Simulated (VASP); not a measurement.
# CsI (Pm-3m) in VASP: notebook, part 2 of 2

VASP 6.6.1. Earlier steps stand in the parts before.

## Step 3: Single point, PBEsol

This run uses another cell than the first one, of 32.91 Å³/atom, 1.080 times its volume.

INCAR reads:

```
PREC = Accurate
ENCUT = 500
EDIFF = 1E-6
ISMEAR = 0
SIGMA = 0.01
LREAL = F
LASPH = T
NELM = 120
ALGO = Normal
ISIF = 2
LWAVE = F
LCHARG = T
GGA = PS
LELF = T
LVHAR = T
NBANDS = 15
GGA_COMPAT = F
```

KPOINTS reads:

```
Automatic mesh
0
Gamma
  6 6 6
```

POSCAR reads:

```
CsI
1.0
    4.0376570641      0.0000000000      0.0000000000
    0.0000000000      4.0376570641      0.0000000000
    0.0000000000      0.0000000000      4.0376570641
Cs I
1 1
Direct
    0.0000000000      0.0000000000      0.0000000000
    0.5000000000      0.5000000000      0.5000000000
```

Potentials or basis: VASP PAW PBE potentials, release 64 (Cs_sv, I).

On the command line:

```console
$ cat potpaw_PBE.64/Cs_sv/POTCAR potpaw_PBE.64/I/POTCAR > POTCAR
$ mpirun -np 1 vasp_std > vasp.out
```

OUTCAR:

```text
PREC = Accurate
   ENCUT = 500
   EDIFF = 1E-6
   ISMEAR = 0
   LREAL = F
   LASPH = T
   NELM = 120
   ISIF = 2
   GGA = PS

 ion  position               nearest neighbor table
   1  0.000  0.000  0.000-
   2  0.500  0.500  0.500-

  LATTYP: Found a simple cubic cell.
 ALAT       =     4.0376570641

  Lattice vectors:

 A1 = (   4.0376570641,   0.0000000000,   0.0000000000)
 A2 = (   0.0000000000,   4.0376570641,   0.0000000000)
 A3 = (   0.0000000000,   0.0000000000,   4.0376570641)

Analysis of symmetry for initial positions (statically):
=====================================================================
 Subroutine PRICEL returns:
 Original cell was already a primitive cell.

 Routine SETGRP: Setting up the symmetry group for a
 simple cubic supercell.

 Subroutine GETGRP returns: Found 48 space group operations
[... 9 lines left out ...]

 Routine SETGRP: Setting up the symmetry group for a
 simple cubic supercell.

 Subroutine GETGRP returns: Found 48 space group operations
[... 11 lines left out ...]
                                     Primitive cell

  volume of cell :      65.8246

  direct lattice vectors                    reciprocal lattice vectors
     4.037657064  0.000000000  0.000000000     0.247668384  0.000000000  0.000000000
     0.000000000  4.037657064  0.000000000     0.000000000  0.247668384  0.000000000
     0.000000000  0.000000000  4.037657064     0.000000000  0.000000000  0.247668384

  length of vectors
     4.037657064  4.037657064  4.037657064     0.247668384  0.247668384  0.247668384

  position of ions in fractional coordinates (direct lattice)
     0.000000000  0.000000000  0.000000000
     0.500000000  0.500000000  0.500000000

  ion indices of the primitive-cell ions
   primitive index   ion index
                 1           1
                 2           2

----------------------------------------------------------------------------------------

 KPOINTS: Automatic mesh

Automatic generation of k-mesh.
 Grid dimensions read from file:
 generate k-points for:    6    6    6

 Generating k-lattice:

  Cartesian coordinates                     Fractional coordinates (reciprocal lattice)
     0.041278064  0.000000000  0.000000000     0.166666667  0.000000000  0.000000000
     0.000000000  0.041278064  0.000000000     0.000000000  0.166666667  0.000000000
     0.000000000  0.000000000  0.041278064     0.000000000  0.000000000  0.166666667

  Length of vectors
     0.041278064  0.041278064  0.041278064

  Shift w.r.t. Gamma in fractional coordinates (k-lattice)
     0.000000000  0.000000000  0.000000000

 Subroutine IBZKPT returns following result:
 ===========================================

 Found     20 irreducible k-points:

 Following reciprocal coordinates:
            Coordinates               Weight
  0.000000  0.000000  0.000000      1.000000
  0.166667  0.000000  0.000000      6.000000
  0.333333  0.000000  0.000000      6.000000
  0.500000  0.000000  0.000000      3.000000
  0.166667  0.166667  0.000000     12.000000
  0.333333  0.166667  0.000000     24.000000
[... 12 lines left out ...]
  0.500000  0.500000  0.333333      6.000000
  0.500000  0.500000  0.500000      1.000000
   k-points           NKPTS =     20   k-points in BZ     NKDIM =     20   number of bands    NBANDS=     15
   number of dos      NEDOS =    301   number of ions     NIONS =      2
   total plane-waves  NPLWV =  27000
   dimension x,y,z NGX =    30 NGY =   30 NGZ =   30
   dimension x,y,z NGXF=    60 NGYF=   60 NGZF=   60
   ions per type =               1   1
   NGX,Y,Z   is equivalent  to a cutoff of  12.35, 12.35, 12.35 a.u.
   NGXF,Y,Z  is equivalent  to a cutoff of  24.70, 24.70, 24.70 a.u.
 SYSTEM =  unknown system
   PREC   = accura    normal or accurate (medium, high low for compatibility)
   ISTART =      0    job   : 0-new  1-cont  2-samecut
   ICHARG =      2    charge: 1-file 2-atom 10-const
   ISPIN  =      1    spin polarized calculation?
   LNONCOLLINEAR =      F non collinear calculations
   LSORBIT =      F    spin-orbit coupling
   LASPH  =      T    aspherical Exc in radial PAW
   ENCUT  =  500.0 eV  36.75 Ry    6.06 a.u.   7.36  7.36  7.36*2*pi/ulx,y,z
   NELM   =    120;   NELMIN=  2; NELMDL= -5     # of ELM steps
   EDIFF  = 0.1E-05   stopping-criterion for ELM
   LREAL  =      F    real-space projection
   EDIFFG = 0.1E-04   stopping-criterion for IOM
   NSW    =      0    number of steps for IOM
   IBRION =     -1    ionic relax: 0-MD 1-quasi-New 2-CG
   NFREE  =      0    steps in history (QN), initial steepest desc. (CG)
   ISIF   =      2    stress and relaxation
   ISYM   =      2    0-nonsym 1-usesym 2-fastsym
   POTIM  = 0.5000    time-step for ionic-motion
   TEBEG  =    0.0;   TEEND  =   0.0 temperature during run
   PSTRESS=    0.0 pullay stress
   NELECT =      16.0000    total number of electrons
   NUPDOWN=      -1.0000    fix difference up-down
   EMIN   =  10.00;   EMAX   =-10.00  energy-range for DOS
   EFERMI =   0.00;   METHOD = LEGACY
   ISMEAR =     0;   SIGMA  =   0.01  broadening in eV -4-tet -1-fermi 0-gaus
   EFERMI_NEDOS =   21; number of points for ismear=-14 and -15
   IALGO  =     38    algorithm
   IMIX   =      4    mixing-type and parameters
     AMIX     =   0.40;   BMIX     =  1.00
     AMIX_MAG =   1.60;   BMIX_MAG =  1.00
  volume/ion in A,a.u.               =      32.91       222.10
  Fermi-wavevector in a.u.,A,eV,Ry     =   1.021689  1.930712 14.202421  1.043848
  Thomas-Fermi vector in A             =   2.155327
   LORBIT       =      0    0 simple, 1 ext, 2 COOP (PROOUT), +10 PAW based schemes
   GGA     = PS    functional components
   LHFCALC =     F    Hartree Fock is set to
   AEXX    =    0.0000 exact exchange contribution
   IVDW    =     0    specifies the selected vdW correction
   LEPSILON=     F    determine dielectric tensor
   LRPA    =     F    only Hartree local field effects (RPA)
 non-spin polarized calculation
 Gauss-broadening in eV      SIGMA  =   0.01
  energy-cutoff  :      500.00
  volume of cell :       65.82
 maximum number of plane-waves:      1743
 NGX is ok and might be reduce to    30
   NGX = 15   NGY = 15   NGZ = 15

 number of electron      16.0000006 magnetization

 Free energy of the ion-electron system (eV)
  ---------------------------------------------------
  ext. energy  EPLUGINS =         0.00000000
  ---------------------------------------------------
  free energy    TOTEN  =        -5.18079710 eV

  energy without entropy =       -5.18079710  energy(sigma->0) =       -5.18079710

 E-fermi :   3.6471     XC(G=0):  -9.6481

 val. band max:        3.6038905998   @ k =   0.0000   0.0000   0.0000
 cond. band min:       6.6196822509   @ k =   0.0000   0.0000   0.0000
 fundamental gap:      3.0157916511
 Fermi energy:         3.6470798650

 k-point     1 :       0.0000    0.0000    0.0000
  band No.  band energies     occupation
      1     -16.7802      2.00000
      2      -7.9474      2.00000
      3      -3.3661      2.00000
      4      -3.3661      2.00000
      5      -3.3661      2.00000
      6       3.6039      2.00000
      7       3.6039      2.00000
      8       3.6039      2.00000
      9       6.6197      0.00000
     10       6.6197      0.00000
     11       8.9229      0.00000
     12      11.9093      0.00000
     13      11.9093      0.00000
     14      11.9093      0.00000
     15      14.7407      0.00000
[... 325 lines left out ...]
 k-point    20 :       0.5000    0.5000    0.5000
  band No.  band energies     occupation
      1     -16.4468      2.00000
      2      -7.2942      2.00000
      3      -3.9973      2.00000
      4      -3.9973      2.00000
      5      -3.9973      2.00000
      6       0.8880      2.00000
      7       0.8880      2.00000
      8       0.8880      2.00000
      9      12.0511      0.00000
     10      12.0511      0.00000
     11      12.0511      0.00000
     12      13.3846      0.00000
     13      13.3846      0.00000
     14      13.3846      0.00000
     15      15.3570      0.00000

------------------------ aborting loop because EDIFF is reached ----------------------------------------

  FORCE on cell =-STRESS in cart. coord.  units (eV):
  Direction    XX          YY          ZZ          XY          YZ          ZX
  --------------------------------------------------------------------------------------
  -------------------------------------------------------------------------------------
  Total        4.2035240      4.2035240      4.2035240      0.0000000      0.0000000      0.0000000
  in kB      102.3141788    102.3141788    102.3141788      0.0000000      0.0000000      0.0000000
  external PRESSURE =     102.3141788 kB  Pullay stress =       0.0000000 kB

 VOLUME and BASIS-vectors are now :
 -----------------------------------------------------------------------------
  energy-cutoff  :      500.00
  volume of cell :       65.82
      direct lattice vectors                 reciprocal lattice vectors
     4.037657064  0.000000000  0.000000000     0.247668384  0.000000000  0.000000000
     0.000000000  4.037657064  0.000000000     0.000000000  0.247668384  0.000000000
     0.000000000  0.000000000  4.037657064     0.000000000  0.000000000  0.247668384

 POSITION                                       TOTAL-FORCE (eV/Angst)
 -----------------------------------------------------------------------------------
      0.00000      0.00000      0.00000         0.000000      0.000000      0.000000
      2.01883      2.01883      2.01883         0.000000      0.000000      0.000000
 -----------------------------------------------------------------------------------
    total drift:                                0.000000     -0.000000     -0.000000

  FREE ENERGIE OF THE ION-ELECTRON SYSTEM (eV)
  ---------------------------------------------------
  free  energy   TOTEN  =        -5.1807971022 eV

  energy  without entropy=       -5.1807971022  energy(sigma->0) =       -5.18079710
```

OSZICAR:

```text
N       E                     dE             d eps       ncg     rms          rms(c)
DAV:   1     0.793624588448E+02    0.79362E+02   -0.63366E+03   600   0.890E+02
DAV:   2     0.241973247490E+00   -0.79120E+02   -0.71773E+02   858   0.146E+02
DAV:   3    -0.524251031046E+01   -0.54845E+01   -0.54615E+01   782   0.417E+01
DAV:   4    -0.529758823235E+01   -0.55078E-01   -0.55073E-01   729   0.513E+00
DAV:   5    -0.529823904686E+01   -0.65081E-03   -0.65081E-03   789   0.529E-01    0.236E+00
DAV:   6    -0.520063579280E+01    0.97603E-01   -0.75312E-02   691   0.172E+00    0.155E+00
DAV:   7    -0.518013717186E+01    0.20499E-01   -0.81888E-02   740   0.162E+00    0.562E-01
DAV:   8    -0.518091486126E+01   -0.77769E-03   -0.10561E-02   691   0.608E-01    0.161E-01
DAV:   9    -0.518083277260E+01    0.82089E-04   -0.30956E-04   806   0.122E-01    0.111E-01
DAV:  10    -0.518080459964E+01    0.28173E-04   -0.31139E-04   740   0.992E-02    0.580E-02
DAV:  11    -0.518079679656E+01    0.78031E-05   -0.62762E-05   712   0.530E-02    0.180E-02
DAV:  12    -0.518079710217E+01   -0.30561E-06   -0.34603E-06   710   0.111E-02
   1 F= -.51807971E+01 E0= -.51807971E+01  d E =-.621073E-12
```

Wall time 14 s (1 thread of Intel Xeon Platinum 8488C (Sapphire Rapids), shared host); peak memory 0.17 GiB.

Results:

| Property | Result |
| --- | --- |
| Free energy | -5.1808 eV |
| Pressure | 10.2 GPa |
| Band gap on the k mesh | 3.02 eV, direct |

Levels at points of the mesh, in eV from the valence-band top:
| k point | band 5 | band 6 | band 7 | band 8 | band 9 | band 10 | band 11 | band 12 |
| --- | --- | --- | --- | --- | --- | --- | --- | --- |
| (0.00, 0.00, 0.00) | -6.97 | 0.00 | 0.00 | 0.00 | 3.02 | 3.02 | 5.32 | 8.31 |
| (0.50, 0.00, 0.00) | -6.70 | -2.79 | -0.69 | -0.69 | 4.49 | 6.13 | 8.10 | 8.29 |
| (0.50, 0.50, 0.00) | -6.57 | -1.08 | -1.08 | -0.13 | 3.76 | 4.79 | 5.78 | 5.78 |
| (0.50, 0.50, 0.50) | -7.60 | -2.72 | -2.72 | -2.72 | 8.45 | 8.45 | 8.45 | 9.78 |

Caveat: the PAW data sets were made with another functional, which shifts forces and pressure a little; spin-orbit coupling is left out, which moves the levels of the heavy elements. A k mesh can miss the band edges.

## Step 4: Single point, PBEsol

This run uses another cell than the first one, of 34.97 Å³/atom, 1.148 times its volume.

Edit INCAR of step 3 so:

```diff
@@ -11,6 +11,4 @@
 LWAVE = F
-LCHARG = T
+LCHARG = F
 GGA = PS
-LELF = T
-LVHAR = T
 NBANDS = 15
```

KPOINTS reads:

```
regular mesh
0
Gamma
  6 6 6
```

POSCAR reads:

```
CsI
1.0
    4.1201482745      0.0000000000      0.0000000000
    0.0000000000      4.1201482745      0.0000000000
    0.0000000000      0.0000000000      4.1201482745
Cs I
1 1
Direct
    0.0000000000      0.0000000000      0.0000000000
    0.5000000000      0.5000000000      0.5000000000
```

On the command line:

```console
$ cat potpaw_PBE.64/Cs_sv/POTCAR potpaw_PBE.64/I/POTCAR > POTCAR
$ mpirun -np 1 vasp_std > vasp.out
```

It took 11 s on 1 thread of Intel Xeon Platinum 8488C (Sapphire Rapids), shared host; peak memory 0.17 GiB.

The run converged. Its results:

- Free energy: -5.4026 eV
- Pressure: 7.2 GPa
- Band gap on the k mesh: 3.28 eV, direct

Levels at points of the mesh, in eV from the valence-band top:
| k point | band 5 | band 6 | band 7 | band 8 | band 9 | band 10 | band 11 | band 12 |
| --- | --- | --- | --- | --- | --- | --- | --- | --- |
| (0.00, 0.00, 0.00) | -6.89 | 0.00 | 0.00 | 0.00 | 3.28 | 3.28 | 5.00 | 8.27 |
| (0.50, 0.00, 0.00) | -6.67 | -2.54 | -0.56 | -0.56 | 4.68 | 6.30 | 7.81 | 8.05 |
| (0.50, 0.50, 0.00) | -6.56 | -1.04 | -1.04 | -0.06 | 3.88 | 4.84 | 5.89 | 5.89 |
| (0.50, 0.50, 0.50) | -7.44 | -2.40 | -2.40 | -2.40 | 8.20 | 8.20 | 8.20 | 9.44 |

Caveat: the PAW data sets were made with another functional, which shifts forces and pressure a little; spin-orbit coupling is left out, which moves the levels of the heavy elements.

## Step 5: The runs side by side

| cell | gap on the mesh (eV) | pressure (GPa) |
| --- | --- | --- |
| a = 3.935 Å, 2 atoms | 2.62 | 15.3 |
| a = 4.038 Å, 2 atoms | 3.02 | 10.2 |
| a = 4.120 Å, 2 atoms | 3.28 | 7.2 |

Alike in all rows: task single point; level PBEsol; potentials or basis VASP PAW PBE potentials, release 64 (Cs_sv, I); no spin polarisation; k mesh 6 × 6 × 6; cutoff (eV) 500; smearing gaussian 0.01 eV.

Caveats: the PAW data sets were made with another functional, which shifts forces and pressure a little; spin-orbit coupling is left out, which moves the levels of the heavy elements.

Absolute energies hang on the potentials; compare differences alone.
